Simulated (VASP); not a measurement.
## AlN (wurtzite): single point with LDA

AlN (wurtzite):

```
CELL_PARAMETERS angstrom
3.12010 0.00000 0.00000
-1.56005 2.70209 0.00000
0.00000 0.00000 4.90000
ATOMIC_POSITIONS crystal
Al 0.33333 0.66667 0.00000
Al 0.66667 0.33333 0.50000
N 0.33333 0.66667 0.38400
N 0.66667 0.33333 0.88400
```

| Quantity | Value |
| --- | --- |
| Program | VASP 6.6.1 |
| Task | single point |
| Functional | LDA |
| Potentials or basis | VASP PAW LDA potentials, release 64 (Al, N) |
| Cutoff | 520 eV |
| k mesh | 8 × 8 × 5 |
| Occupations | gaussian, width 0.01 eV |
| Spin | no spin polarisation |
| Dipole correction | no |
| Further INCAR settings | ALGO = Normal; EDIFF = 1e-07; NBANDS = 16 |

The pressure is -2.0 GPa and the largest force is 0.106 eV/Å. The band gap on the k mesh is 4.24 eV, direct.

Forces on the atoms (eV/Å):
```
Al   0.000  0.000 -0.106
Al   0.000  0.000 -0.106
N    0.000  0.000  0.106
N    0.000  0.000  0.106
```

Stress tensor (GPa, compression positive):
```
-4.08  0.00  0.00
 0.00 -4.08  0.00
 0.00  0.00  2.30
```

Levels at points of the mesh, in eV from the valence-band top:
```
           k point  band 4  band 5  band 6  band 7  band 8  band 9  band 10  band 11  band 12  band 13
(0.00, 0.00, 0.00)   -1.06   -1.06   -0.35   -0.35    0.00    4.24     6.36    10.59    10.74    10.74
(0.50, 0.00, 0.00)   -4.26   -3.49   -2.31   -1.90   -0.79    5.50     5.75     8.07    10.14    10.64
```

It took 10 s on 1 thread of Intel Xeon 6975P-C, on a shared host, peak memory 0.14 GiB.
